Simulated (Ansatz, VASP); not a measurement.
**Two plane-wave programs on Si**

```xyz
1
Lattice="-1.5401 1.5401 1.5401 1.5401 -1.5401 1.5401 1.5401 1.5401 -1.5401" Properties=species:S:1:pos:R:3 pbc="T T T"
Si    0.0000    0.0000    0.0000
```

Alike in both runs: functional PBE; k mesh 14 × 14 × 14; occupations fermi-dirac, width 0.1 eV; no spin polarisation.

Ansatz relaxed the structure, and its values are those at the end. VASP's run is a single point on that final structure, the one shown.

|  | VASP | Ansatz |
| --- | --- | --- |
| version | VASP 6.6.1 | Ansatz 0.2.0 |
| potentials or method | VASP PAW PBE potentials, release 64 (Si), cutoff 520 eV | plane waves (420 eV) with PAW, scalar-relativistic |
| valence electrons in the cell | 4 | 4 |

|  | VASP | Ansatz | Ansatz less VASP |
| --- | --- | --- | --- |
| pressure (GPa) | 0.0 | 0.0 | +0.02 |
